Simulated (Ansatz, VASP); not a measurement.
Two plane-wave programs on As

Contents of INCAR:

```
SYSTEM = As
  PREC = Accurate
  ENCUT = 520
  EDIFF = 1E-6
  ISMEAR = 0
  SIGMA = 0.01
  LREAL = .False.
  LASPH = .True.
  NELM = 120
  ALGO = Normal
  ISIF = 2
  LWAVE = .False.
  LCHARG = .True.
  LDIPOL = .True.
  IDIPOL = 3
  DIPOL = 0.5 0.5 0.347
  GGA = PE
  LELF = .True.
  LVHAR = .True.
  LVACPOTAV = .True.
  NBANDS = 22
  GGA_COMPAT = .False.
  NELMDL = -8
```

Contents of KPOINTS:

```
regular mesh
0
Gamma
  12 12 1
  0 0 0
```

File POSCAR:

```
As
1.0
    3.5749087898      0.0000000000      0.0000000000
   -1.7874543949      3.0959618282      0.0000000000
    0.0000000000      0.0000000000     26.4156438000
As
2
Direct
    0.3333333333      0.6666666667      0.3206196301
    0.6666666667      0.3333333333      0.3724477825
```

Input for Ansatz:

```yaml
crystal:
  lattice:
    - [3.5749087898, 0.0, 0.0]
    - [-1.7874543949, 3.0959618282, 0.0]
    - [0.0, 0.0, 26.4156438]
  atoms:
    - { symbol: As, position: [0.3333333333, 0.6666666667, 0.3206196301] }
    - { symbol: As, position: [0.6666666667, 0.3333333333, 0.3724477825] }
  periodic: [true, true, false]
kpoints:
  mp_grid: { grid: [12, 12, 1] }
  band_path:
    path:
      - [0.0, 0.0, 0.0]
      - [0.5, 0.0, 0.0]
      - [0.3333333333, 0.3333333333, 0.0]
      - [0.0, 0.3125, 0.0]
    npoints: 1
hamiltonian:
  xc: pbe
scf:
  occupations: { method: fixed }
  n_extra_bands: 4
output:
  forces: true
  stress: true
  eigenvalues: true
```

Alike in both runs: task single point; functional PBE; k mesh 12 × 12 × 1; no spin polarisation.

```csv
,VASP,Ansatz
version,VASP 6.6.1,Ansatz 0.2.0
potentials or method,"VASP PAW PBE potentials, release 64 (As_d)","plane waves, PAW"
plane-wave cutoff (eV),520,420
occupations,"gaussian, width 0.01 eV",fixed
valence electrons in the cell,30,30
```

VASP gave:

* gap on the k mesh at the Fermi level (eV): 1.68
* rms of the force components (eV/Å): 0.244

Q: What did Ansatz give for the same quantities?

A: gap on the k mesh at the Fermi level (eV): 1.68; rms of the force components (eV/Å): 0.228.

Atom by atom the forces differ by 0.016 eV/Å (rms over components).
